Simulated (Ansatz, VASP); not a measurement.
**Two plane-wave programs on Ta**

File INCAR:

```
SYSTEM = Ta
  PREC = Accurate
  ENCUT = 520
  EDIFF = 1E-6
  ISMEAR = -1
  SIGMA = 0.1
  LREAL = .FALSE.
  LASPH = .TRUE.
  NELM = 80
  ALGO = Normal
  ISIF = 2
  LWAVE = .FALSE.
  LCHARG = .FALSE.
  GGA = RP
  NBANDS = 12
```

The input KPOINTS:

```
Automatic mesh
0
G
  13 13 13
  0 0 0
```

POSCAR

```
Ta
1.0
    2.7228767960      0.0000000000      0.0000000000
    0.0000000000      2.7228767960      0.0000000000
    0.0000000000      0.0000000000      2.7228767960
Ta
1
Direct
    0.0000000000      0.0000000000      0.0000000000
```

Input for Ansatz:

```yaml
crystal:
  lattice:
    - [2.722876796, 0.0, 0.0]
    - [0.0, 2.722876796, 0.0]
    - [0.0, 0.0, 2.722876796]
  atoms:
    - { symbol: Ta, position: [0.0, 0.0, 0.0] }
hamiltonian:
  xc: rpbe
  pseudopotentials:
    kind: paw
    azcp:
      Ta: "pseudopotentials/Ta.paw.azcp"
basis:
  ecutwfc: 420
  fft_grid_basis: typed
kpoints:
  mp_grid: { grid: [13, 13, 13], shift: [0, 0, 0] }
magnetization:
  spin_polarized: false
scf:
  occupations: { method: fermi_dirac, width: 0.1 }
  lower_state_search: "off"
output:
  stress: true
  write_density: true
  write_potential: true
  elf: true
  volumetric_format: npy
```

Alike in both runs: task single point; functional RPBE; k mesh 13 × 13 × 13; occupations fermi-dirac, width 0.1 eV; no spin polarisation.

|  | VASP | Ansatz |
| --- | --- | --- |
| version | VASP 6.6.1 | Ansatz 0.2.0 |
| potentials or method | VASP PAW PBE potentials, release 64 (Ta_pv), cutoff 520 eV | plane waves (420 eV) with PAW, scalar-relativistic |
| valence electrons in the cell | 11 | 13 |

Ansatz gave:

| Quantity | Value |
| --- | --- |
| pressure (GPa) | 6.0 |

Q: What did VASP give for the same quantities?

A: Pressure (GPa): 6.1.

VASP's potentials were made for PBE, not for RPBE. VASP's potentials hold 11 valence electrons a cell and Ansatz's 13, so a difference there can come from the potentials and not from the codes.

Neither program's run includes spin-orbit coupling.
